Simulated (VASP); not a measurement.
# K (I4/mmm) in VASP: notebook, part 2 of 2

VASP 6.6.1. Earlier steps stand in the parts before.

## (3) Single point, PBEsol (equal xx and yy strain of -1 %)

Input file INCAR:

```
PREC     = Accurate       # precision mode
ENCUT    = 520            # plane-wave cutoff, eV
EDIFF    = 1E-6           # SCF threshold, eV
ISMEAR   = -1             # smearing method
SIGMA    = 0.08           # smearing width, eV
LREAL    = False          # projectors in reciprocal space
LASPH    = True           # aspherical terms in the spheres
NELM     = 100            # most SCF steps
ALGO     = Normal         # electronic algorithm
ISIF     = 2              # what is computed and relaxed
LWAVE    = False          # write WAVECAR
LCHARG   = False          # write CHGCAR
GGA      = PS             # functional
NBANDS   = 10             # bands
```

Input file KPOINTS:

```
regular mesh
0
Gamma
  10 10 10
```

Input file POSCAR:

```
K
1.0
   -2.5918200000      2.5918200000      2.6180000000
    2.5918200000     -2.5918200000      2.6180000000
    2.5918200000      2.5918200000     -2.6180000000
K
1
Direct
    0.0000000000      0.0000000000      0.0000000000
```

Potentials or basis: VASP PAW PBE potentials, release 64 (K_sv).

The run is started by

```bash
$ cat potpaw_PBE.64/K_sv/POTCAR > POTCAR
$ mpirun -np 1 vasp_std > vasp.out
```

OUTCAR:

```text
PREC = Accurate
   ENCUT = 520
   EDIFF = 1E-6
   ISMEAR = -1
   LREAL = False
   LASPH = True
   NELM = 100
   ISIF = 2
   GGA = PS

 ion  position               nearest neighbor table
   1  0.000  0.000  0.000-

  LATTYP: Found a body centered tetragonal cell.
 ALAT       =     5.1836400000
 C/A-ratio  =     1.0101010101

  Lattice vectors:

 A1 = (  -2.5918200000,   2.5918200000,   2.6180000000)
 A2 = (   2.5918200000,  -2.5918200000,   2.6180000000)
[... 482 lines left out ...]
      1     -32.0296      2.00000
      2     -15.6043      2.00000
      3     -15.5884      2.00000
      4     -15.5517      2.00000
      5       0.7066      0.00012
      6       1.3739      0.00000
      7       1.8130      0.00000
      8       4.6416      0.00000
      9       5.2357      0.00000
     10       5.5785      0.00000

 [... further k-points ...]
[... 5 lines left out ...]
  --------------------------------------------------------------------------------------
  -------------------------------------------------------------------------------------
  Total        0.0127209      0.0127209      0.0133022      0.0000000     -0.0000000      0.0000000
  in kB        0.2897263      0.2897263      0.3029661      0.0000000     -0.0000000      0.0000000
  external PRESSURE =       0.2941396 kB  Pullay stress =       0.0000000 kB

 VOLUME and BASIS-vectors are now :
 -----------------------------------------------------------------------------
  energy-cutoff  :      520.00
  volume of cell :       70.35
      direct lattice vectors                 reciprocal lattice vectors
    -2.591820000  2.591820000  2.618000000     0.000000000  0.192914631  0.190985485
     2.591820000 -2.591820000  2.618000000     0.192914631  0.000000000  0.190985485
     2.591820000  2.591820000 -2.618000000     0.192914631  0.192914631  0.000000000

 POSITION                                       TOTAL-FORCE (eV/Angst)
 -----------------------------------------------------------------------------------
      0.00000      0.00000      0.00000        -0.000000      0.000000     -0.000000
 -----------------------------------------------------------------------------------
    total drift:                               -0.000000      0.000000      0.000000

  FREE ENERGIE OF THE ION-ELECTRON SYSTEM (eV)
  ---------------------------------------------------
  free  energy   TOTEN  =        -1.1399382434 eV

  energy  without entropy=       -1.1219555764  energy(sigma->0) =       -1.13094691
```

stdout:

```text
POSCAR found type information on POSCAR K
 POSCAR found :  1 types and       1 ions
 scaLAPACK will be used
 -----------------------------------------------------------------------------
|                                                                             |
|                                                                             |
|     You enforced a specific xc type in the INCAR file but a different       |
|     I HOPE YOU KNOW WHAT YOU ARE DOING!                                     |
|                                                                             |
 -----------------------------------------------------------------------------

 LDA part: xc-table for (Slater+PW92), standard interpolation
 POSCAR, INCAR and KPOINTS ok, starting setup
 FFT: planning ... GRIDC
 FFT: planning ... GRID_SOFT
 FFT: planning ... GRID
 WAVECAR not read
 entering main loop
```

Run time: 1.7 min. Hardware: 1 thread of AMD EPYC 7R13, shared host; peak memory 0.23 GiB.

What came out:

```yaml
Free_energy: -1.1399 eV
Pressure: 0.0 GPa
Band_gap_on_the_k_mesh: zero (an odd number of electrons rules out a gap without spin polarisation)
```

Caveat: the cell differs from its parent crystal (equal xx and yy strain of -1 %); the PAW data sets were made with another functional, which shifts forces and pressure a little.

## (4) Single point, PBEsol (equal xx and yy strain of +1 %)

Input file INCAR:

```
SYSTEM = K
PREC     = Accurate       ! precision mode
ENCUT    = 520            ! plane-wave cutoff, eV
EDIFF    = 1E-6           ! SCF threshold, eV
ISMEAR   = -1             ! smearing method
SIGMA    = 0.08           ! smearing width, eV
LREAL    = .False.        ! projectors in reciprocal space
LASPH    = .True.         ! aspherical terms in the spheres
NELM     = 60             ! most SCF steps
ALGO     = Normal         ! electronic algorithm
ISIF     = 2              ! what is computed and relaxed
LWAVE    = .False.        ! write WAVECAR
LCHARG   = .True.         ! write CHGCAR
GGA      = PS             ! functional
LELF     = .True.         ! ELF
LVHAR    = .True.       
NBANDS   = 10             ! bands
```

Input file KPOINTS:

```
Automatic mesh
0
Gamma
  10 10 10
  0 0 0
```

Input file POSCAR:

```
K
1.0
   -2.6441800000      2.6441800000      2.6180000000
    2.6441800000     -2.6441800000      2.6180000000
    2.6441800000      2.6441800000     -2.6180000000
K
1
Direct
    0.0000000000      0.0000000000      0.0000000000
```

The run is started by

```bash
$ cat potpaw_PBE.64/K_sv/POTCAR > POTCAR
$ mpirun -np 1 vasp_std > vasp.out
```

It took 86 s on 1 thread of AMD EPYC 7R13, shared host; peak memory 0.24 GiB.

It converged, with:

```
Free energy            : -1.1394 eV
Pressure               : -0.1 GPa
Band gap on the k mesh : zero (an odd number of electrons rules out a gap without spin polarisation)
```

Levels at points of the mesh, in eV from the Fermi level:
| k point | band 2 | band 3 | band 4 | band 5 | band 6 | band 7 | band 8 | band 9 |
| --- | --- | --- | --- | --- | --- | --- | --- | --- |
| (0.00, 0.00, 0.00) | -15.50 | -15.50 | -15.50 | -2.16 | 4.27 | 4.32 | 4.32 | 5.19 |
| (0.50, 0.00, 0.00) | -15.57 | -15.52 | -15.50 | 0.45 | 0.70 | 3.15 | 4.90 | 5.77 |
| (0.50, 0.50, 0.00) | -15.57 | -15.52 | -15.50 | 0.43 | 0.67 | 3.21 | 4.86 | 5.74 |
| (0.50, 0.50, 0.50) | -15.55 | -15.55 | -15.55 | 1.66 | 1.69 | 3.44 | 3.44 | 3.56 |

Caveat: the cell differs from its parent crystal (equal xx and yy strain of +1 %); the PAW data sets were made with another functional, which shifts forces and pressure a little.

## (5) Single point, PBEsol (equal xx and yy strain of +2 %)

Input file INCAR:

```
PREC = Accurate ; ENCUT = 520
EDIFF = 1E-7 ; ISMEAR = -1
SIGMA = 0.08 ; LREAL = False
LASPH = True ; NELM = 60
ALGO = Normal ; ISIF = 2
LWAVE = False ; LCHARG = False
GGA = PS ; NBANDS = 10
```

Input file KPOINTS:

```
Automatic mesh
0
Gamma
  10 10 10
```

Input file POSCAR:

```
K
1.0
   -2.6703600000      2.6703600000      2.6180000000
    2.6703600000     -2.6703600000      2.6180000000
    2.6703600000      2.6703600000     -2.6180000000
K
1
Direct
    0.0000000000      0.0000000000      0.0000000000
```

Potentials or basis: VASP PAW PBE potentials, release 64 (K_sv).

The run is started by

```bash
$ cat potpaw_PBE.64/K_sv/POTCAR > POTCAR
$ mpirun -np 1 vasp_std > vasp.out
```

OUTCAR:

```text
PREC = Accurate
   ENCUT = 520
   EDIFF = 1E-7
   ISMEAR = -1
   LREAL = False
   LASPH = True
   NELM = 60
   ISIF = 2
   GGA = PS

 ion  position               nearest neighbor table
   1  0.000  0.000  0.000-

  LATTYP: Found a body centered tetragonal cell.
 ALAT       =     5.3407200000
 C/A-ratio  =     0.9803921569

  Lattice vectors:

 A1 = (  -2.6703600000,   2.6703600000,   2.6180000000)
 A2 = (   2.6703600000,  -2.6703600000,   2.6180000000)
[... 482 lines left out ...]
      1     -32.1980      2.00000
      2     -15.7635      2.00000
      3     -15.7509      2.00000
      4     -15.7209      2.00000
      5       0.5351      0.00020
      6       1.2358      0.00000
      7       1.6494      0.00000
      8       4.3243      0.00000
      9       5.0274      0.00000
     10       5.2998      0.00000

 [... further k-points ...]
[... 5 lines left out ...]
  --------------------------------------------------------------------------------------
  -------------------------------------------------------------------------------------
  Total       -0.0813378     -0.0813378     -0.0810448      0.0000000      0.0000000      0.0000000
  in kB       -1.7451543     -1.7451543     -1.7388677      0.0000000      0.0000000      0.0000000
  external PRESSURE =      -1.7430588 kB  Pullay stress =       0.0000000 kB

 VOLUME and BASIS-vectors are now :
 -----------------------------------------------------------------------------
  energy-cutoff  :      520.00
  volume of cell :       74.67
      direct lattice vectors                 reciprocal lattice vectors
    -2.670360000  2.670360000  2.618000000     0.000000000  0.187240672  0.190985485
     2.670360000 -2.670360000  2.618000000     0.187240672  0.000000000  0.190985485
     2.670360000  2.670360000 -2.618000000     0.187240672  0.187240672  0.000000000

 POSITION                                       TOTAL-FORCE (eV/Angst)
 -----------------------------------------------------------------------------------
      0.00000      0.00000      0.00000         0.000000     -0.000000      0.000000
 -----------------------------------------------------------------------------------
    total drift:                               -0.000000      0.000000      0.000000

  FREE ENERGIE OF THE ION-ELECTRON SYSTEM (eV)
  ---------------------------------------------------
  free  energy   TOTEN  =        -1.1382081565 eV

  energy  without entropy=       -1.1199410846  energy(sigma->0) =       -1.12907462
```

Wall time 88 s (1 thread of AMD EPYC 7R13, shared host); peak memory 0.24 GiB.

What came out:

```
Free energy            : -1.1382 eV
Pressure               : -0.2 GPa
Band gap on the k mesh : zero (an odd number of electrons rules out a gap without spin polarisation)
```

Caveat: the cell differs from its parent crystal (equal xx and yy strain of +2 %); the PAW data sets were made with another functional, which shifts forces and pressure a little.

## (6) The runs side by side

| cell | gap on the mesh (eV) | pressure (GPa) |
| --- | --- | --- |
| a = 4.474 Å, angles 110.0, 110.0, 108.4°, 1 atom | none | 0.1 |
| a = 4.504 Å, angles 109.7, 109.7, 108.9°, 1 atom | none | 0.0 |
| a = 4.565 Å, angles 109.2, 109.2, 110.0°, 1 atom | none | -0.1 |
| a = 4.595 Å, angles 108.9, 108.9, 110.5°, 1 atom | none | -0.2 |

Alike in all rows: task single point; level PBEsol; potentials or basis VASP PAW PBE potentials, release 64 (K_sv); no spin polarisation; k mesh 10 × 10 × 10; cutoff (eV) 520; smearing fermi-dirac 0.08 eV.

Caveats: the PAW data sets were made with another functional, which shifts forces and pressure a little.

Total energies depend on the potentials used, so only differences within one code and one set of settings carry meaning.
